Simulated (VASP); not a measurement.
# Se (P6/mmm) in VASP: a series of runs

Runs on Se. Level: RPBE. Tasks: single point.

Everything below comes from runs of VASP 6.6.1. Logs are shortened: lines on timing, memory, paths and dates and some standing lists are left out, and cuts for length are marked.

## (1) The cell of the first run

The structure is hexagonal, space group P6/mmm (No. 191). Conventional cell: a = 4.710 Å, b = 4.710 Å, c = 3.456 Å, α = 90.00°, β = 90.00°, γ = 120.00°. Se (site symmetry 6/mmm) has 14 Se at 3.22 to 3.46 Å within 4.2 Å. Se (site symmetry -6m2) has 11 Se at 2.72 to 3.46 Å within 3.6 Å.

This isn't the form of Se at room conditions, which is trigonal, of chains.

## (2) Single point, RPBE (22.13 Å³/atom)

File INCAR:

```
SYSTEM = Se
  PREC = Accurate
  ENCUT = 520
  EDIFF = 1E-7
  ISMEAR = -1
  SIGMA = 0.1
  LREAL = .FALSE.
  LASPH = .TRUE.
  NELM = 60
  ALGO = Normal
  ISIF = 2
  LWAVE = .FALSE.
  LCHARG = .FALSE.
  GGA = RP
  NBANDS = 16
```

File KPOINTS:

```
Automatic mesh
0
G
  9 9 10
  0 0 0
```

File POSCAR:

```
Se
1.0
    4.7097166520      0.0000000000      0.0000000000
   -2.3548583260      4.0787342653      0.0000000000
    0.0000000000      0.0000000000      3.4560259738
Se
3
Direct
    1.0000000000      0.0000000000      0.0000000000
    0.3333333333      0.6666666667      0.5000000000
    0.6666666667      0.3333333333      0.5000000000
```

Potentials or basis: VASP PAW PBE potentials, release 64 (Se).

On the command line:

```sh
$ cat potpaw_PBE.64/Se/POTCAR > POTCAR
$ mpirun -np 1 vasp_std > vasp.out
```

OUTCAR:

```text
SYSTEM = Se
   PREC = Accurate
   ENCUT = 520
   EDIFF = 1E-7
   ISMEAR = -1
   LREAL = .FALSE.
   LASPH = .TRUE.
   NELM = 60
   ISIF = 2
   GGA = RP

 ion  position               nearest neighbor table
   1  0.000  0.000  0.000-
   2  0.333  0.667  0.500-   3 2.72   3 2.72   3 2.72
   3  0.667  0.333  0.500-   2 2.72   2 2.72   2 2.72

  LATTYP: Found a hexagonal cell.
 ALAT       =     4.7097166520
 C/A-ratio  =     0.7338076214

  Lattice vectors:

 A1 = (   4.7097166520,   0.0000000000,   0.0000000000)
 A2 = (  -2.3548583260,   4.0787342653,   0.0000000000)
 A3 = (   0.0000000000,   0.0000000000,   3.4560259738)

Analysis of symmetry for initial positions (statically):
=====================================================================
 Subroutine PRICEL returns:
 Original cell was already a primitive cell.

 Routine SETGRP: Setting up the symmetry group for a
 hexagonal supercell.

 Subroutine GETGRP returns: Found 24 space group operations
 (whereof 24 operations were pure point group operations)
 out of a pool of 24 trial point group operations.

The static configuration has the point symmetry D_6h.

Analysis of symmetry for dynamics (positions and initial velocities):
=====================================================================
 Subroutine PRICEL returns:
 Original cell was already a primitive cell.

 Routine SETGRP: Setting up the symmetry group for a
 hexagonal supercell.

 Subroutine GETGRP returns: Found 24 space group operations
 (whereof 24 operations were pure point group operations)
 out of a pool of 24 trial point group operations.

The dynamic configuration has the point symmetry D_6h.

 Subroutine INISYM returns: Found 24 space group operations
 (whereof 24 operations are pure point group operations),
 and found     1 'primitive' translations

----------------------------------------------------------------------------------------

                                     Primitive cell

  volume of cell :      66.3892

  direct lattice vectors                    reciprocal lattice vectors
     4.709716652  0.000000000  0.000000000     0.212326998  0.122587050  0.000000000
    -2.354858326  4.078734265  0.000000000     0.000000000  0.245174099  0.000000000
     0.000000000  0.000000000  3.456025974     0.000000000  0.000000000  0.289349677

  length of vectors
     4.709716652  4.709716652  3.456025974     0.245174099  0.245174099  0.289349677

  position of ions in fractional coordinates (direct lattice)
     0.000000000  0.000000000  0.000000000
     0.333333333  0.666666667  0.500000000
     0.666666667  0.333333333  0.500000000

  ion indices of the primitive-cell ions
   primitive index   ion index
                 1           1
                 2           2
                 3           3

----------------------------------------------------------------------------------------

 KPOINTS: Automatic mesh

Automatic generation of k-mesh.
 Grid dimensions read from file:
 generate k-points for:    9    9   10

 Generating k-lattice:

  Cartesian coordinates                     Fractional coordinates (reciprocal lattice)
     0.023591889  0.013620783  0.000000000     0.111111111  0.000000000  0.000000000
     0.000000000  0.027241567  0.000000000     0.000000000  0.111111111  0.000000000
     0.000000000  0.000000000  0.028934968     0.000000000  0.000000000  0.100000000

  Length of vectors
     0.027241567  0.027241567  0.028934968

  Shift w.r.t. Gamma in fractional coordinates (k-lattice)
     0.000000000  0.000000000  0.000000000

 Subroutine IBZKPT returns following result:
 ===========================================

 Found     72 irreducible k-points:

 Following reciprocal coordinates:
            Coordinates               Weight
  0.000000  0.000000  0.000000      1.000000
  0.111111 -0.000000  0.000000      6.000000
  0.222222 -0.000000  0.000000      6.000000
  0.333333 -0.000000  0.000000      6.000000
  0.444444 -0.000000  0.000000      6.000000
  0.111111  0.111111  0.000000      6.000000
[... 16 lines left out ...]
  0.333333  0.222222  0.100000     24.000000
  0.333333  0.333333  0.100000      4.000000
 [... further k-points ...]
   k-points           NKPTS =     72   k-points in BZ     NKDIM =     72   number of bands    NBANDS=     16
   number of dos      NEDOS =    301   number of ions     NIONS =      3
   total plane-waves  NPLWV =  36288
   dimension x,y,z NGX =    36 NGY =   36 NGZ =   28
   dimension x,y,z NGXF=    72 NGYF=   72 NGZF=   56
   ions per type =               3
   NGX,Y,Z   is equivalent  to a cutoff of  12.71, 12.71, 13.47 a.u.
   NGXF,Y,Z  is equivalent  to a cutoff of  25.41, 25.41, 26.94 a.u.
 SYSTEM =  Se
   PREC   = accura    normal or accurate (medium, high low for compatibility)
   ISTART =      0    job   : 0-new  1-cont  2-samecut
   ICHARG =      2    charge: 1-file 2-atom 10-const
   ISPIN  =      1    spin polarized calculation?
   LNONCOLLINEAR =      F non collinear calculations
   LSORBIT =      F    spin-orbit coupling
   LASPH  =      T    aspherical Exc in radial PAW
   ENCUT  =  520.0 eV  38.22 Ry    6.18 a.u.   8.76  8.76  6.43*2*pi/ulx,y,z
   NELM   =     60;   NELMIN=  2; NELMDL= -5     # of ELM steps
   EDIFF  = 0.1E-06   stopping-criterion for ELM
   LREAL  =      F    real-space projection
   EDIFFG = 0.1E-05   stopping-criterion for IOM
   NSW    =      0    number of steps for IOM
   IBRION =     -1    ionic relax: 0-MD 1-quasi-New 2-CG
   NFREE  =      0    steps in history (QN), initial steepest desc. (CG)
   ISIF   =      2    stress and relaxation
   ISYM   =      2    0-nonsym 1-usesym 2-fastsym
   POTIM  = 0.5000    time-step for ionic-motion
   TEBEG  =    0.0;   TEEND  =   0.0 temperature during run
   PSTRESS=    0.0 pullay stress
   NELECT =      18.0000    total number of electrons
   NUPDOWN=      -1.0000    fix difference up-down
   EMIN   =  10.00;   EMAX   =-10.00  energy-range for DOS
   EFERMI =   0.00;   METHOD = LEGACY
   ISMEAR =    -1;   SIGMA  =   0.10  broadening in eV -4-tet -1-fermi 0-gaus
   EFERMI_NEDOS =   21; number of points for ismear=-14 and -15
   IALGO  =     38    algorithm
   IMIX   =      4    mixing-type and parameters
     AMIX     =   0.40;   BMIX     =  1.00
     AMIX_MAG =   1.60;   BMIX_MAG =  1.00
  volume/ion in A,a.u.               =      22.13       149.34
  Fermi-wavevector in a.u.,A,eV,Ry     =   1.059579  2.002314 15.275360  1.122707
  Thomas-Fermi vector in A             =   2.194929
   LORBIT       =      0    0 simple, 1 ext, 2 COOP (PROOUT), +10 PAW based schemes
   GGA     = RP    functional components
   LHFCALC =     F    Hartree Fock is set to
   AEXX    =    0.0000 exact exchange contribution
   IVDW    =     0    specifies the selected vdW correction
   LEPSILON=     F    determine dielectric tensor
   LRPA    =     F    only Hartree local field effects (RPA)
 non-spin polarized calculation
  energy-cutoff  :      520.00
  volume of cell :       66.39
 maximum number of plane-waves:      1813
 NGX is ok and might be reduce to    36
   NGX = 17   NGY = 17   NGZ = 13

 number of electron      17.9999999 magnetization

 Free energy of the ion-electron system (eV)
  ---------------------------------------------------
  ext. energy  EPLUGINS =         0.00000000
  ---------------------------------------------------
  free energy    TOTEN  =        -7.51936136 eV

  energy without entropy =       -7.43880693  energy(sigma->0) =       -7.47908415

 E-fermi :   4.6122     XC(G=0): -10.0781

 val. band max:        4.5805202586   @ k =   0.2222   0.1111   0.3000
 cond. band min:       4.6299180948   @ k =   0.3333   0.1111   0.0000
 fundamental gap:      0.0493978362
 Fermi energy:         4.6122104581

 k-point     1 :       0.0000    0.0000    0.0000
  band No.  band energies     occupation
      1     -11.0996      2.00000
      2      -6.9522      2.00000
      3      -6.4249      2.00000
      4      -0.1352      2.00000
      5      -0.1352      2.00000
      6       1.0615      2.00000
[... 8 lines left out ...]
     15      15.5911      0.00000
     16      15.5915      0.00000

 k-point     2 :       0.1111   -0.0000    0.0000
  band No.  band energies     occupation
      1     -11.0085      2.00000
      2      -7.0404      2.00000
      3      -6.6218      2.00000
      4      -0.4875      2.00000
      5      -0.2079      2.00000
      6       1.5663      2.00000
[... 8 lines left out ...]
     15      14.5585      0.00000
     16      15.1590      0.00000

 k-point     3 :       0.2222   -0.0000    0.0000
  band No.  band energies     occupation
      1     -10.7384      2.00000
      2      -7.3850      2.00000
      3      -7.0148      2.00000
      4      -0.9850      2.00000
      5       0.0496      2.00000
      6       2.5041      2.00000
[... 8 lines left out ...]
     15      14.2128      0.00000
     16      14.5411      0.00000

 k-point     4 :       0.3333   -0.0000    0.0000
  band No.  band energies     occupation
      1     -10.3015      2.00000
      2      -8.0921      2.00000
      3      -7.2329      2.00000
      4      -1.3503      2.00000
      5       0.7559      2.00000
      6       2.9676      2.00000
[... 8 lines left out ...]
     15      13.6833      0.00000
     16      14.1278      0.00000
[... 324 lines left out ...]
 k-point    22 :       0.2222    0.2222    0.1000
  band No.  band energies     occupation
      1      -9.9777      2.00000
      2      -8.0085      2.00000
      3      -7.7848      2.00000
      4      -0.6973      2.00000
      5       0.3824      2.00000
      6       2.5546      2.00000
[... 8 lines left out ...]
     15      13.1784      0.00000
     16      14.1082      0.00000

 k-point    23 :       0.3333    0.2222    0.1000
  band No.  band energies     occupation
      1      -9.4408      2.00000
      2      -8.6377      2.00000
      3      -7.9552      2.00000
      4      -0.6054      2.00000
      5       1.0524      2.00000
      6       2.2570      2.00000
[... 8 lines left out ...]
     15      12.9860      0.00000
     16      14.2791      0.00000

 k-point    24 :       0.3333    0.3333    0.1000
  band No.  band energies     occupation
      1      -8.9458      2.00000
      2      -8.9458      2.00000
      3      -8.2591      2.00000
      4      -0.2525      2.00000
      5       1.4662      2.00000
      6       1.4662      2.00000
[... 8 lines left out ...]
     15      13.0169      0.00000
     16      14.4641      0.00000

 [... further k-points ...]

------------------------ aborting loop because EDIFF is reached ----------------------------------------

  FORCE on cell =-STRESS in cart. coord.  units (eV):
  Direction    XX          YY          ZZ          XY          YZ          ZX
  --------------------------------------------------------------------------------------
  -------------------------------------------------------------------------------------
  Total       -0.0897375     -0.0897375      0.1022679     -0.0000000      0.0000000      0.0000000
  in kB       -2.1656443     -2.1656443      2.4680421     -0.0000000      0.0000000      0.0000000
  external PRESSURE =      -0.6210822 kB  Pullay stress =       0.0000000 kB

 VOLUME and BASIS-vectors are now :
 -----------------------------------------------------------------------------
  energy-cutoff  :      520.00
  volume of cell :       66.39
      direct lattice vectors                 reciprocal lattice vectors
     4.709716652  0.000000000  0.000000000     0.212326998  0.122587050  0.000000000
    -2.354858326  4.078734265  0.000000000     0.000000000  0.245174099  0.000000000
     0.000000000  0.000000000  3.456025974     0.000000000  0.000000000  0.289349677

 POSITION                                       TOTAL-FORCE (eV/Angst)
 -----------------------------------------------------------------------------------
      0.00000      0.00000      0.00000         0.000000      0.000000      0.000000
     -0.00000      2.71916      1.72801         0.000000      0.000000     -0.000000
      2.35486      1.35958      1.72801        -0.000000      0.000000      0.000000
 -----------------------------------------------------------------------------------
    total drift:                                0.000000      0.000000     -0.000000

  FREE ENERGIE OF THE ION-ELECTRON SYSTEM (eV)
  ---------------------------------------------------
  free  energy   TOTEN  =        -7.5193613613 eV

  energy  without entropy=       -7.4388069292  energy(sigma->0) =       -7.47908415
```

Run time: 30 s. Hardware: 1 thread of Intel Xeon 6975P-C (Granite Rapids), shared host; peak memory 0.2 GiB.

Results:

- Free energy: -7.5194 eV
- Pressure: -0.1 GPa
- Band gap on the k mesh: zero (bands 9 and 10 overlap by 2.85 eV)

Stress tensor (GPa, compression positive):
```
-0.22  0.00  0.00
 0.00 -0.22  0.00
 0.00  0.00  0.25
```

Levels at points of the mesh, in eV from the Fermi level:
| k point | band 5 | band 6 | band 7 | band 8 | band 9 | band 10 | band 11 | band 12 | band 13 | band 14 |
| --- | --- | --- | --- | --- | --- | --- | --- | --- | --- | --- |
| (0.00, 0.00, 0.00) | -4.75 | -3.55 | -3.55 | -2.44 | 1.43 | 1.59 | 2.99 | 2.99 | 4.56 | 9.44 |
| (0.00, 0.00, 0.50) | -4.12 | -4.07 | -2.66 | -1.47 | -1.47 | -1.42 | -0.46 | -0.46 | 5.10 | 5.10 |

Caveat: the PAW data sets were made with another functional, which shifts forces and pressure a little.

## (3) Single point, RPBE (23.01 Å³/atom)

This run uses another cell than the first one, of 23.01 Å³/atom.

File INCAR:

```
PREC = Accurate
ENCUT = 520
EDIFF = 1E-7
ISMEAR = -1
SIGMA = 0.1
LREAL = F
LASPH = T
NELM = 60
ALGO = Normal
ISIF = 2
LWAVE = F
LCHARG = T
GGA = RP
LELF = T
LVHAR = T
NBANDS = 16
```

File KPOINTS:

```
regular mesh
0
Gamma
  9 9 10
```

File POSCAR:

```
Se
1.0
    4.7716937153      0.0000000000      0.0000000000
   -2.3858468576      4.1324079765      0.0000000000
    0.0000000000      0.0000000000      3.5015052152
Se
3
Direct
    1.0000000000      0.0000000000      0.0000000000
    0.3333333333      0.6666666667      0.5000000000
    0.6666666667      0.3333333333      0.5000000000
```

Potentials or basis: VASP PAW PBE potentials, release 64 (Se).

On the command line:

```sh
$ cat potpaw_PBE.64/Se/POTCAR > POTCAR
$ mpirun -np 1 vasp_std > vasp.out
```

It took 32 s on 1 thread of Intel Xeon 6975P-C (Granite Rapids), shared host; peak memory 0.2 GiB.

The run converged. Its results:

```yaml
Free_energy: -7.5005 eV
Pressure: -2.1 GPa
Band_gap_on_the_k_mesh: zero (bands 9 and 10 overlap by 2.66 eV)
```

Stress tensor (GPa, compression positive):
```
-2.68  0.00  0.00
 0.00 -2.68  0.00
 0.00  0.00 -1.07
```

Levels at points of the mesh, in eV from the Fermi level:
```csv
k point,band 5,band 6,band 7,band 8,band 9,band 10,band 11,band 12,band 13,band 14
"(0.00, 0.00, 0.00)",-4.52,-3.34,-3.34,-2.31,1.33,1.48,2.82,2.82,4.72,9.14
"(0.00, 0.00, 0.50)",-3.94,-3.91,-2.54,-1.37,-1.37,-1.33,-0.36,-0.36,5.26,5.26
```

Caveat: the PAW data sets were made with another functional, which shifts forces and pressure a little.

## (4) Single point, RPBE (23.90 Å³/atom)

This run uses another cell than the first one, of 23.90 Å³/atom.

File INCAR:

```
PREC = Accurate
ENCUT = 520
EDIFF = 1E-7
ISMEAR = -1
SIGMA = 0.1
LREAL = False
LASPH = True
NELM = 100
ALGO = Normal
ISIF = 2
LWAVE = False
LCHARG = False
GGA = RP
NBANDS = 16
```

File KPOINTS:

```
Automatic mesh
0
Gamma
  9 9 10
```

File POSCAR:

```
Se
1.0
    4.8321013143      0.0000000000      0.0000000000
   -2.4160506572      4.1847224919      0.0000000000
    0.0000000000      0.0000000000      3.5458327718
Se
3
Direct
    1.0000000000      0.0000000000      0.0000000000
    0.3333333333      0.6666666667      0.5000000000
    0.6666666667      0.3333333333      0.5000000000
```

On the command line:

```sh
$ cat potpaw_PBE.64/Se/POTCAR > POTCAR
$ mpirun -np 1 vasp_std > vasp.out
```

Wall time 33 s (1 thread of Intel Xeon 6975P-C (Granite Rapids), shared host); peak memory 0.2 GiB.

It converged, with:

* Free energy: -7.4510 eV
* Pressure: -3.8 GPa
* Band gap on the k mesh: zero (bands 9 and 10 overlap by 2.49 eV)

Stress tensor (GPa, compression positive):
```
-4.63  0.00  0.00
 0.00 -4.63  0.00
 0.00  0.00 -2.08
```

Levels at points of the mesh, in eV from the Fermi level:
```csv
k point,band 6,band 7,band 8,band 9,band 10,band 11,band 12,band 13
"(0.00, 0.00, 0.00)",-3.15,-3.15,-2.19,1.24,1.38,2.66,2.66,4.88
"(0.00, 0.00, 0.50)",-3.76,-2.42,-1.28,-1.28,-1.25,-0.28,-0.28,5.41
```

Caveat: the cell stands under tension; the PAW data sets were made with another functional, which shifts forces and pressure a little.

## (5) The runs side by side

| cell | gap on the mesh (eV) | pressure (GPa) |
| --- | --- | --- |
| a = 4.710, b = 4.710, c = 3.456 Å, angles 90.0, 90.0, 120.0°, 3 atoms | none | -0.1 |
| a = 4.772, b = 4.772, c = 3.502 Å, angles 90.0, 90.0, 120.0°, 3 atoms | none | -2.1 |
| a = 4.832, b = 4.832, c = 3.546 Å, angles 90.0, 90.0, 120.0°, 3 atoms | none | -3.8 |

Alike in all rows: task single point; level RPBE; potentials or basis VASP PAW PBE potentials, release 64 (Se); no spin polarisation; k mesh 9 × 9 × 10; cutoff (eV) 520; smearing fermi-dirac 0.1 eV.

Caveats: the PAW data sets were made with another functional, which shifts forces and pressure a little; the cell stands under tension (at least some runs).

Total energies depend on the potentials used, so only differences within one code and one set of settings carry meaning.

The gap in the log of VASP goes by the Fermi energy; the results here count the filled bands.